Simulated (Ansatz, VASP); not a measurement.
## One calculation of W, two programs

Contents of INCAR:

```
  PREC = Accurate
  ENCUT = 520
  EDIFF = 1E-7
  ISMEAR = 1
  SIGMA = 0.01
  LREAL = False
  LASPH = True
  NELM = 150
  ALGO = Normal
  ISIF = 2
  LWAVE = False
  LCHARG = True
  LNONCOLLINEAR = True
  MAGMOM = 0 0 0
  LORBIT = 11
  LSORBIT = True
  GGA_COMPAT = False
  LORBMOM = True
  LMAXMIX = 4
  LDAU = True
  LDAUTYPE = 2
  LDAUL = 2
  LDAUU = 8
  LDAUJ = 0
  LDAUPRINT = 1
  LVHAR = True
  NBANDS = 25
```

The input KPOINTS:

```
regular mesh
0
Gamma
  11 11 11
```

POSCAR

```
W
1.0
    0.0000000000      2.0163754284      2.0163754284
    2.0163754284      0.0000000000      2.0163754284
    2.0163754284      2.0163754284      0.0000000000
W
1
Direct
    0.0000000000      0.0000000000      0.0000000000
```

File input.yaml:

```yaml
crystal:
  lattice:
    - [0.0, 2.0163754284, 2.0163754284]
    - [2.0163754284, 0.0, 2.0163754284]
    - [2.0163754284, 2.0163754284, 0.0]
  atoms:
    - { symbol: W, position: [0.0, 0.0, 0.0] }
hamiltonian:
  xc: lda
  pseudopotentials: { kind: paw_fr }
  hubbard: { sites: [{ species: W, l: d, u_eff: 8.0 }] }
magnetization:
  noncollinear: true
  spin_orbit: true
kpoints:
  mp_grid: { grid: [11, 11, 11] }
scf:
  occupations: { method: cold, width: 0.01 }
output:
  forces: true
  stress: true
  eigenvalues: true
  write_density: true
  write_potential: true
  elf: true
  volumetric_format: npy
```

Alike in both runs: task single point; functional LDA; k mesh 11 × 11 × 11; non-collinear spin, spin-orbit coupling; Hubbard terms W d U = 8.0 eV.

|  | VASP | Ansatz |
| --- | --- | --- |
| version | VASP 6.6.1 | Ansatz 0.2.0 |
| potentials or method | VASP PAW LDA potentials, release 64 (W_sv) | Ansatz PAW |
| plane-wave cutoff (eV) | 520 | 420 |
| occupations | methfessel-paxton of order 1, width 0.01 eV | cold, width 0.01 eV |
| valence electrons in the cell | 14 | 14 |

|  | VASP | Ansatz | Ansatz less VASP |
| --- | --- | --- | --- |
| pressure (GPa) | 24.6 | 27.3 | +2.70 |
| net moment per atom (μB) | 0.00 | 0.00 | 0.000 |

LDA's correlation is that of Perdew and Zunger in VASP and of Perdew and Wang (1992) in Ansatz. The programs project onto different local orbitals, so the same U acts differently, and such runs can settle in different states.
